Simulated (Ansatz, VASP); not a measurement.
Two plane-wave programs on Ta

File INCAR:

```
PREC = Accurate ; ENCUT = 520
EDIFF = 1E-6 ; ISMEAR = 0
SIGMA = 0.15 ; LREAL = F
LASPH = T ; NELM = 100
ALGO = Fast ; ISIF = 2
LWAVE = F ; LCHARG = F
GGA = PE ; NBANDS = 12
```

Contents of KPOINTS:

```
regular mesh
0
Gamma
  18 18 18
```

POSCAR

```
Ta
1.0
   -1.5682119726      1.6594835689      1.9084061042
    1.5682119726     -1.6594835689      1.9084061042
    1.5682119726      1.6594835689     -1.9084061042
Ta
1
Direct
    0.0000000000      0.0000000000      0.0000000000
```

Input for Ansatz:

```yaml
crystal:
  lattice:
    - [-1.5682119726, 1.6594835689, 1.9084061042]
    - [1.5682119726, -1.6594835689, 1.9084061042]
    - [1.5682119726, 1.6594835689, -1.9084061042]
  atoms:
    - { symbol: Ta, position: [0.0, 0.0, 0.0] }
basis:
  ecutwfc: 420
kpoints:
  mp_grid: { grid: [18, 18, 18] }
hamiltonian:
  xc: pbe
  pseudopotentials: { kind: paw, azcp: { folder: soft_1 } }
scf:
  occupations: { method: gaussian, width: 0.15 }
output:
  forces: true
  stress: true
  eigenvalues: true
```

Change from the starting cell: normal strain along x -0.0550, normal strain along z +0.1500.

Alike in both runs: task single point; functional PBE; k mesh 18 × 18 × 18; occupations gaussian, width 0.15 eV; no spin polarisation.

```csv
,VASP,Ansatz
version,VASP 6.6.1,Ansatz 0.2.0
potentials or method,"VASP PAW PBE potentials, release 64 (Ta_pv), cutoff 520 eV","scalar-relativistic, plane waves, PAW"
valence electrons in the cell,11,13
```

Ansatz gave:

* gap on the k mesh at the Fermi level (eV): none
* pressure (GPa): -11.7
* traceless stress, the component that is largest in VASP (GPa): -6.62

Question: Which values does VASP return?

Answer: gap on the k mesh at the Fermi level (eV): none; pressure (GPa): -11.8; traceless stress, the component that is largest in VASP (GPa): -6.63.

A gap of «none» marks a metal or a gap that the smearing closes. The functional is the same, so the differences come from potentials, cutoffs and numerics. VASP's potentials hold 11 valence electrons a cell and Ansatz's 13, so a difference there can come from the potentials and not from the codes.

Spin-orbit coupling is off throughout.
